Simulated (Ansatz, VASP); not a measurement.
## One calculation of PbF2, two programs

Contents of INCAR:

```
SYSTEM = PbF2
PREC     = Accurate       ! precision mode
ENCUT    = 600            ! plane-wave cutoff, eV
EDIFF    = 1E-7           ! SCF threshold, eV
ISMEAR   = -1             ! smearing method
SIGMA    = 0.05           ! smearing width, eV
LREAL    = .False.        ! projectors in reciprocal space
LASPH    = .True.         ! aspherical terms in the spheres
NELM     = 120            ! most SCF steps
ALGO     = Normal         ! electronic algorithm
ISIF     = 3              ! what is computed and relaxed
LWAVE    = .False.        ! write WAVECAR
LCHARG   = .False.        ! write CHGCAR
GGA      = B5             ! functional
ALDAX    = 1.0          
AGGAX    = 1.0          
AGGAC    = 1.0          
ALDAC    = 0.0          
IVDW     = 13             ! dispersion correction
VDW_S6   = 1.0          
VDW_S8   = 2.34076671   
VDW_A1   = 0.44488865   
VDW_A2   = 4.0933009    
IBRION   = 2              ! ionic algorithm
NSW      = 60             ! ionic steps
EDIFFG   = -0.01          ! ionic threshold
GGA_COMPAT= .False.      
NELMIN   = 4
```

KPOINTS

```
Automatic mesh
0
Gamma
  8 8 8
  0 0 0
```

POSCAR

```
PbF2
1.0
    0.0000000000      2.9636600000      2.9636600000
    2.9636600000      0.0000000000      2.9636600000
    2.9636600000      2.9636600000      0.0000000000
Pb F
1 2
Direct
    0.0000000000      0.0000000000      0.0000000000
    0.7500000000      0.7500000000      0.7500000000
    0.2500000000      0.2500000000      0.2500000000
```

The input input.yaml:

```yaml
crystal:
  lattice:
    - [0.0, 2.96366, 2.96366]
    - [2.96366, 0.0, 2.96366]
    - [2.96366, 2.96366, 0.0]
  atoms:
    - { symbol: Pb, position: [0.0, 0.0, 0.0] }
    - { symbol: F, position: [0.75, 0.75, 0.75] }
    - { symbol: F, position: [0.25, 0.25, 0.25] }
hamiltonian:
  xc: blyp
  pseudopotentials: { kind: paw }
  dispersion: d4
kpoints:
  mp_grid: { grid: [8, 8, 8] }
scf:
  occupations: { method: fermi_dirac, width: 0.05 }
output:
  forces: true
  stress: true
  write_density: true
  write_potential: true
  elf: true
  volumetric_format: npy
relax:
  f_tol: 0.01
  max_steps: 40
  cell: { stress_tol: 0.05 }
```

Alike in both runs: task relaxation of cell and atoms; functional BLYP; dispersion D4; k mesh 8 × 8 × 8; occupations fermi-dirac, width 0.05 eV; no spin polarisation.

|  | VASP | Ansatz |
| --- | --- | --- |
| version | VASP 6.6.1 | Ansatz 0.2.0 |
| potentials or method | VASP PAW PBE potentials, release 64 (Pb_d, F) | Ansatz PAW |
| plane-wave cutoff (eV) | 600 | 420 |
| valence electrons in the cell | 28 | 28 |

```tsv
	VASP	Ansatz	Ansatz less VASP
gap on the k mesh at the Fermi level, each at its own relaxed structure (eV)	4.48	4.51	+0.024
relaxed volume (Å³/atom)	18.11	18.09	-0.012
relaxed cell length with the largest relative difference (Å)	4.251	4.250	-0.0010
```

VASP's potentials were made for PBE, not for BLYP.

Neither program's run includes spin-orbit coupling. Noted on Ansatz's run: the plane-wave basis is chosen anew once the cell has moved, so the energies of steps on either side of that aren't comparable.
